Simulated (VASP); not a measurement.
# Ba2TiO4 (P4/mmm) in VASP: single point with LDA

Aim: the single point of Ba2TiO4 with LDA.

Program: VASP 6.6.1. These are calculated values, not measurements. Logs are shortened: lines on timing, memory, paths and dates and some standing lists are left out, and cuts for length are marked.

### Step 1. The cell of the first run

Symmetry: P4/mmm, No. 123, tetragonal system. The conventional cell has a = 3.982 Å, b = 3.982 Å, c = 8.788 Å, α = 90.00°, β = 90.00°, γ = 90.00°. Ba (site symmetry 4mm) has 8 O at 2.81 to 2.82 Å and 4 Ti at 3.44 Å within 3.7 Å. Within 2.6 Å of Ti (site symmetry 4/mmm) lie 6 O at 1.99 Å. Within 2.6 Å of O (site symmetry mmm) lie 2 Ti at 1.99 Å. O (site symmetry 4mm) has 1 Ti at 1.99 Å within 2.6 Å.

### Step 2. Single point, LDA

Contents of POSCAR:

```
Ba2TiO4
1.0
    3.9820530000      0.0000000000      0.0000000000
    0.0000000000      3.9820530000      0.0000000000
    0.0000000000      0.0000000000      8.7881510000
Ba Ti O
2 1 4
Direct
    0.0000000000      0.0000000000      0.7255710000
    0.0000000000      0.0000000000      0.2744290000
    0.5000000000      0.5000000000      0.5000000000
    0.0000000000      0.5000000000      0.5000000000
    0.5000000000      0.5000000000      0.7266170000
    0.5000000000      0.5000000000      0.2733830000
    0.5000000000      0.0000000000      0.5000000000
```

Contents of INCAR.step1:

```
ALGO     = Normal         # electronic algorithm
EDIFF    = 1E-7           # SCF threshold, eV
ENCUT    = 520            # plane-wave cutoff, eV
GGA      = CA             # functional
ISIF     = 2              # what is computed and relaxed
ISMEAR   = 0              # smearing method
LASPH    = T              # aspherical terms in the spheres
LCHARG   = T              # write CHGCAR
LMAXMIX  = 4              # l up to which the mixer works
LREAL    = F              # projectors in reciprocal space
LWAVE    = F              # write WAVECAR
NBANDS   = 37             # bands
NELM     = 80             # most SCF steps
PREC     = Accurate       # precision mode
SIGMA    = 0.01           # smearing width, eV
```

Contents of KPOINTS.step1:

```
k-points
0
Gamma
  4 4 2
```

Contents of INCAR.step2:

```
ALGO     = Normal         # electronic algorithm
EDIFF    = 1E-7           # SCF threshold, eV
ENCUT    = 520            # plane-wave cutoff, eV
GGA      = CA             # functional
ICHARG   = 11             # starting density
ISIF     = 2              # what is computed and relaxed
ISMEAR   = -5             # smearing method
LASPH    = T              # aspherical terms in the spheres
LCHARG   = F              # write CHGCAR
LMAXMIX  = 4              # l up to which the mixer works
LORBIT   = 11             # projections on sites
LREAL    = F              # projectors in reciprocal space
LWAVE    = F              # write WAVECAR
NBANDS   = 37             # bands
NEDOS    = 2001           # points of the DOS
NELM     = 80             # most SCF steps
PREC     = Accurate       # precision mode
SIGMA    = 0.01           # smearing width, eV
```

Contents of KPOINTS.step2:

```
k-points
0
Gamma
  6 6 3
```

Potentials or basis: VASP PAW LDA potentials, release 64 (Ba_sv, Ti_sv, O).

Started as:

```sh
$ cat potpaw_LDA.64/Ba_sv/POTCAR potpaw_LDA.64/Ti_sv/POTCAR potpaw_LDA.64/O/POTCAR > POTCAR
$ cp INCAR.step1 INCAR
$ cp KPOINTS.step1 KPOINTS
$ mpirun -np 1 vasp_std > vasp.out
$ cp INCAR.step2 INCAR
$ cp KPOINTS.step2 KPOINTS
$ mpirun -np 1 vasp_std > vasp.out
```

OUTCAR:

```text
EDIFF = 1E-7
   ENCUT = 520
   GGA = CA
   ICHARG = 11
   ISIF = 2
   ISMEAR = -5
   LASPH = T
   LORBIT = 11
   LREAL = F
   NELM = 80
   PREC = Accurate

 ion  position               nearest neighbor table
   1  0.000  0.000  0.726-   4 2.81   7 2.81   4 2.81   7 2.81   5 2.82   5 2.82   5 2.82   5 2.82
                             3 3.44   3 3.44   3 3.44   3 3.44   2 3.96
   2  0.000  0.000  0.274-   4 2.81   7 2.81   4 2.81   7 2.81   6 2.82   6 2.82   6 2.82   6 2.82
                             3 3.44   3 3.44   3 3.44   3 3.44   1 3.96
   3  0.500  0.500  0.500-   4 1.99   7 1.99   7 1.99   4 1.99   6 1.99   5 1.99   1 3.44   2 3.44
                             1 3.44   1 3.44   2 3.44   2 3.44   1 3.44   2 3.44
   4  0.000  0.500  0.500-   3 1.99   3 1.99   1 2.81   1 2.81   2 2.81   2 2.81
   5  0.500  0.500  0.727-   3 1.99   1 2.82   1 2.82   1 2.82   1 2.82
   6  0.500  0.500  0.273-   3 1.99   2 2.82   2 2.82   2 2.82   2 2.82
   7  0.500  0.000  0.500-   3 1.99   3 1.99   1 2.81   2 2.81   1 2.81   2 2.81

  LATTYP: Found a simple tetragonal cell.
 ALAT       =     3.9820530000
 C/A-ratio  =     2.2069397369

  Lattice vectors:

 A1 = (   3.9820530000,   0.0000000000,   0.0000000000)
 A2 = (   0.0000000000,   3.9820530000,   0.0000000000)
 A3 = (   0.0000000000,   0.0000000000,   8.7881510000)

Analysis of symmetry for initial positions (statically):
=====================================================================
 Subroutine PRICEL returns:
 Original cell was already a primitive cell.

 Routine SETGRP: Setting up the symmetry group for a
 simple tetragonal supercell.

 Subroutine GETGRP returns: Found 16 space group operations
 (whereof 16 operations were pure point group operations)
 out of a pool of 16 trial point group operations.

The static configuration has the point symmetry D_4h.

Analysis of symmetry for dynamics (positions and initial velocities):
=====================================================================
 Subroutine PRICEL returns:
 Original cell was already a primitive cell.

 Routine SETGRP: Setting up the symmetry group for a
 simple tetragonal supercell.

 Subroutine GETGRP returns: Found 16 space group operations
 (whereof 16 operations were pure point group operations)
 out of a pool of 16 trial point group operations.

The dynamic configuration has the point symmetry D_4h.

 Subroutine INISYM returns: Found 16 space group operations
 (whereof 16 operations are pure point group operations),
 and found     1 'primitive' translations

----------------------------------------------------------------------------------------

                                     Primitive cell

  volume of cell :     139.3515

  direct lattice vectors                    reciprocal lattice vectors
     3.982053000  0.000000000  0.000000000     0.251126743  0.000000000  0.000000000
     0.000000000  3.982053000  0.000000000     0.000000000  0.251126743  0.000000000
     0.000000000  0.000000000  8.788151000     0.000000000  0.000000000  0.113789579

  length of vectors
     3.982053000  3.982053000  8.788151000     0.251126743  0.251126743  0.113789579

  position of ions in fractional coordinates (direct lattice)
     0.000000000  0.000000000  0.725571000
     0.000000000  0.000000000  0.274429000
     0.500000000  0.500000000  0.500000000
     0.000000000  0.500000000  0.500000000
     0.500000000  0.500000000  0.726617000
     0.500000000  0.500000000  0.273383000
     0.500000000  0.000000000  0.500000000

  ion indices of the primitive-cell ions
   primitive index   ion index
                 1           1
                 2           2
                 3           3
                 4           4
                 5           5
                 6           6
                 7           7

----------------------------------------------------------------------------------------

 KPOINTS: k-points

Automatic generation of k-mesh.
 Grid dimensions read from file:
 generate k-points for:    6    6    3

 Generating k-lattice:

  Cartesian coordinates                     Fractional coordinates (reciprocal lattice)
     0.041854457  0.000000000  0.000000000     0.166666667  0.000000000  0.000000000
     0.000000000  0.041854457  0.000000000     0.000000000  0.166666667  0.000000000
     0.000000000  0.000000000  0.037929860     0.000000000  0.000000000  0.333333333

  Length of vectors
     0.041854457  0.041854457  0.037929860

  Shift w.r.t. Gamma in fractional coordinates (k-lattice)
     0.000000000  0.000000000  0.000000000

 TETIRR: Found    165 inequivalent tetrahedra from      648

 Subroutine IBZKPT returns following result:
 ===========================================

 Found     20 irreducible k-points:

 Following reciprocal coordinates:
            Coordinates               Weight
  0.000000  0.000000  0.000000      1.000000
  0.166667  0.000000  0.000000      4.000000
  0.333333  0.000000  0.000000      4.000000
  0.500000  0.000000  0.000000      2.000000
  0.166667  0.166667  0.000000      4.000000
  0.333333  0.166667  0.000000      8.000000
[... 12 lines left out ...]
  0.500000  0.333333  0.333333      8.000000
  0.500000  0.500000  0.333333      2.000000
   k-points           NKPTS =     20   k-points in BZ     NKDIM =     20   number of bands    NBANDS=     37
   number of dos      NEDOS =   2001   number of ions     NIONS =      7
   total plane-waves  NPLWV =  63000
   dimension x,y,z NGX =    30 NGY =   30 NGZ =   70
   dimension x,y,z NGXF=    60 NGYF=   60 NGZF=  140
   ions per type =               2   1   4
   NGX,Y,Z   is equivalent  to a cutoff of  12.52, 12.52, 13.24 a.u.
   NGXF,Y,Z  is equivalent  to a cutoff of  25.05, 25.05, 26.48 a.u.
 SYSTEM =  unknown system
   PREC   = accura    normal or accurate (medium, high low for compatibility)
   ISTART =      0    job   : 0-new  1-cont  2-samecut
   ICHARG =     11    charge: 1-file 2-atom 10-const
   ISPIN  =      1    spin polarized calculation?
   LNONCOLLINEAR =      F non collinear calculations
   LSORBIT =      F    spin-orbit coupling
   LASPH  =      T    aspherical Exc in radial PAW
   ENCUT  =  520.0 eV  38.22 Ry    6.18 a.u.   7.40  7.40 16.34*2*pi/ulx,y,z
   NELM   =     80;   NELMIN=  2; NELMDL=  0     # of ELM steps
   EDIFF  = 0.1E-06   stopping-criterion for ELM
   LREAL  =      F    real-space projection
   EDIFFG = 0.1E-05   stopping-criterion for IOM
   NSW    =      0    number of steps for IOM
   IBRION =     -1    ionic relax: 0-MD 1-quasi-New 2-CG
   NFREE  =      0    steps in history (QN), initial steepest desc. (CG)
   ISIF   =      2    stress and relaxation
   ISYM   =      2    0-nonsym 1-usesym 2-fastsym
   POTIM  = 0.5000    time-step for ionic-motion
   TEBEG  =    0.0;   TEEND  =   0.0 temperature during run
   PSTRESS=    0.0 pullay stress
   NELECT =      56.0000    total number of electrons
   NUPDOWN=      -1.0000    fix difference up-down
   EMIN   =  10.00;   EMAX   =-10.00  energy-range for DOS
   EFERMI =   0.00;   METHOD = LEGACY
   ISMEAR =    -5;   SIGMA  =   0.01  broadening in eV -4-tet -1-fermi 0-gaus
   EFERMI_NEDOS =   21; number of points for ismear=-14 and -15
   IALGO  =     38    algorithm
   IMIX   =      4    mixing-type and parameters
     AMIX     =   0.40;   BMIX     =  1.00
     AMIX_MAG =   1.60;   BMIX_MAG =  1.00
  volume/ion in A,a.u.               =      19.91       134.34
  Fermi-wavevector in a.u.,A,eV,Ry     =   1.208093  2.282964 19.857544  1.459488
  Thomas-Fermi vector in A             =   2.343711
   LORBIT       =     11    0 simple, 1 ext, 2 COOP (PROOUT), +10 PAW based schemes
   GGA     = CA    functional components
   LHFCALC =     F    Hartree Fock is set to
   AEXX    =    0.0000 exact exchange contribution
   IVDW    =     0    specifies the selected vdW correction
   LEPSILON=     F    determine dielectric tensor
   LRPA    =     F    only Hartree local field effects (RPA)
 non-spin polarized calculation
 Fermi weights with tetrahedron method with Bloechl corrections
  energy-cutoff  :      520.00
  volume of cell :      139.35
 maximum number of plane-waves:      3793
 NGX is ok and might be reduce to    30

 number of electron      55.9999972 magnetization

 Free energy of the ion-electron system (eV)
  ---------------------------------------------------
  ext. energy  EPLUGINS =         0.00000000
  ---------------------------------------------------
  free energy    TOTEN  =       -56.48983916 eV

  energy without entropy =      -56.48983916  energy(sigma->0) =      -56.48983916

 E-fermi :   1.3100     XC(G=0):  -9.2817

 val. band max:        1.2894804825   @ k =   0.3333   0.0000   0.0000
 cond. band min:       3.1211492786   @ k =   0.0000   0.0000   0.0000
 fundamental gap:      1.8316687961
 Fermi energy:         1.3099895701

 k-point     1 :       0.0000    0.0000    0.0000
  band No.  band energies     occupation
      1     -54.2853      2.00000
      2     -30.9736      2.00000
      3     -30.9736      2.00000
      4     -30.8315      2.00000
      5     -24.3726      2.00000
      6     -24.3096      2.00000
[... 29 lines left out ...]
     36       6.1798      0.00000
     37       6.9973      0.00000

 k-point     2 :       0.1667    0.0000    0.0000
  band No.  band energies     occupation
      1     -54.2850      2.00000
      2     -30.9889      2.00000
      3     -30.9729      2.00000
      4     -30.8306      2.00000
      5     -24.3496      2.00000
      6     -24.2919      2.00000
[... 29 lines left out ...]
     36       6.5579      0.00000
     37       7.4060      0.00000
[... 678 lines left out ...]
     36       7.4188      0.00000
     37       7.8113      0.00000

 k-point    20 :       0.5000    0.5000    0.3333
  band No.  band energies     occupation
      1     -54.2828      2.00000
      2     -31.0305      2.00000
      3     -31.0305      2.00000
      4     -30.8250      2.00000
      5     -24.2110      2.00000
      6     -24.1770      2.00000
[... 29 lines left out ...]
     36       7.0273      0.00000
     37       7.3263      0.00000

------------------------ aborting loop because EDIFF is reached ----------------------------------------

  FORCE on cell =-STRESS in cart. coord.  units (eV):
  Direction    XX          YY          ZZ          XY          YZ          ZX
  --------------------------------------------------------------------------------------
  -------------------------------------------------------------------------------------
  Total       -5.9421884     -5.9421884     -4.4372163      0.0000000      0.0000000     -0.0000000
  in kB      -68.3196156    -68.3196156    -51.0163754      0.0000000      0.0000000     -0.0000000
  external PRESSURE =     -62.5518688 kB  Pullay stress =       0.0000000 kB

 VOLUME and BASIS-vectors are now :
 -----------------------------------------------------------------------------
  energy-cutoff  :      520.00
  volume of cell :      139.35
      direct lattice vectors                 reciprocal lattice vectors
     3.982053000  0.000000000  0.000000000     0.251126743  0.000000000  0.000000000
     0.000000000  3.982053000  0.000000000     0.000000000  0.251126743  0.000000000
     0.000000000  0.000000000  8.788151000     0.000000000  0.000000000  0.113789579

 POSITION                                       TOTAL-FORCE (eV/Angst)
 -----------------------------------------------------------------------------------
      0.00000      0.00000      6.37643         0.000000      0.000000     -0.571615
      0.00000      0.00000      2.41172         0.000000      0.000000      0.571615
      1.99103      1.99103      4.39408        -0.000000      0.000000      0.000000
      0.00000      1.99103      4.39408        -0.000000      0.000000      0.000000
      1.99103      1.99103      6.38562        -0.000000     -0.000000     -0.592753
      1.99103      1.99103      2.40253        -0.000000     -0.000000      0.592753
      1.99103      0.00000      4.39408        -0.000000      0.000000      0.000000
 -----------------------------------------------------------------------------------
    total drift:                                0.000000      0.000000      0.000000

  FREE ENERGIE OF THE ION-ELECTRON SYSTEM (eV)
  ---------------------------------------------------
  free  energy   TOTEN  =       -56.4898391623 eV

  energy  without entropy=      -56.4898391623  energy(sigma->0) =      -56.48983916

 total charge

# of ion       s       p       d       tot
------------------------------------------
    1        2.004   5.600   0.319   7.924
    2        2.004   5.600   0.319   7.924
    3        2.222   6.292   1.758  10.272
    4        1.551   3.454   0.000   5.005
    5        1.551   3.379   0.000   4.929
    6        1.551   3.379   0.000   4.929
    7        1.551   3.454   0.000   5.005
--------------------------------------------------
tot         12.434  31.159   2.395  45.988
```

Wall time 2.9 min (1 thread of Intel Xeon Platinum 8259CL at 2.50GHz (Skylake/Cascade Lake), shared host); peak memory 0.25 GiB.

Results:

```yaml
Valence_electrons_inside_the_program's_atomic_spheres: Ba 7.92; Ti 10.27; O 5.00, 4.93 (each value once)
```

Levels at points of the mesh, in eV from the valence-band top:
```csv
k point,band 25,band 26,band 27,band 28,band 29,band 30,band 31,band 32
"(0.00, 0.00, 0.00)",-0.96,-0.30,-0.04,-0.04,1.83,1.94,2.98,2.98
"(0.50, 0.00, 0.00)",-1.52,-0.72,-0.20,-0.20,3.09,3.48,3.59,3.72
"(0.50, 0.50, 0.00)",-0.22,-0.22,-0.02,-0.02,3.95,4.08,4.08,4.09
```

Caveat: spin-orbit coupling is left out, which moves the levels of the heavy elements.
